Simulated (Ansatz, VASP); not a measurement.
## Two plane-wave programs on W

INCAR

```
PREC     = Accurate       # precision mode
ENCUT    = 520            # plane-wave cutoff, eV
EDIFF    = 1E-6           # SCF threshold, eV
ISMEAR   = 0              # smearing method
SIGMA    = 0.15           # smearing width, eV
LREAL    = F              # projectors in reciprocal space
LASPH    = T              # aspherical terms in the spheres
NELM     = 80             # most SCF steps
ALGO     = Fast           # electronic algorithm
ISIF     = 2              # what is computed and relaxed
LWAVE    = F              # write WAVECAR
LCHARG   = F              # write CHGCAR
GGA      = PS             # functional
NBANDS   = 13             # bands
```

KPOINTS

```
Automatic mesh
0
Gamma
  20 20 20
```

File POSCAR:

```
W
1.0
    0.0000000000      2.0909000000      2.0604500000
    2.0909000000      0.0000000000      2.0604500000
    2.0909000000      2.0909000000      0.0000000000
W
1
Direct
    0.0000000000      0.0000000000      0.0000000000
```

Input for Ansatz:

```yaml
crystal:
  lattice:
    - [0.0, 2.0909, 2.06045]
    - [2.0909, 0.0, 2.06045]
    - [2.0909, 2.0909, 0.0]
  atoms:
    - { symbol: W, position: [0.0, 0.0, 0.0] }
basis:
  ecutwfc: 420
kpoints:
  mp_grid: { grid: [20, 20, 20] }
hamiltonian:
  xc: pbesol
scf:
  occupations: { method: gaussian, width: 0.15 }
output:
  forces: true
  stress: true
  eigenvalues: true
  write_density: true
  write_potential: true
  elf: true
  volumetric_format: npy
```

Change from the starting cell: strain +0.030 along x and y, +0.015 along z, atoms carried along.

Alike in both runs: task single point; functional PBEsol; k mesh 20 × 20 × 20; occupations gaussian, width 0.15 eV; no spin polarisation.

|  | VASP | Ansatz |
| --- | --- | --- |
| version | VASP 6.6.1 | Ansatz 0.2.0 |
| potentials or method | VASP PAW PBE potentials, release 64 (W_sv), cutoff 520 eV | scalar-relativistic, plane waves, PAW |
| valence electrons in the cell | 14 | 14 |

|  | VASP | Ansatz | Ansatz less VASP |
| --- | --- | --- | --- |
| gap on the k mesh at the Fermi level (eV) | none | none | - |
| pressure (GPa) | -27.9 | -28.2 | -0.28 |
| traceless stress, the component that is largest in VASP (GPa) | -2.94 | -2.93 | +0.006 |

VASP's potentials were made for PBE, not for PBEsol. A gap of «none» marks a metal or a gap that the smearing closes. With one functional, cell and mesh, what is left measures potentials, basis and numerics.

Spin-orbit coupling is off throughout.
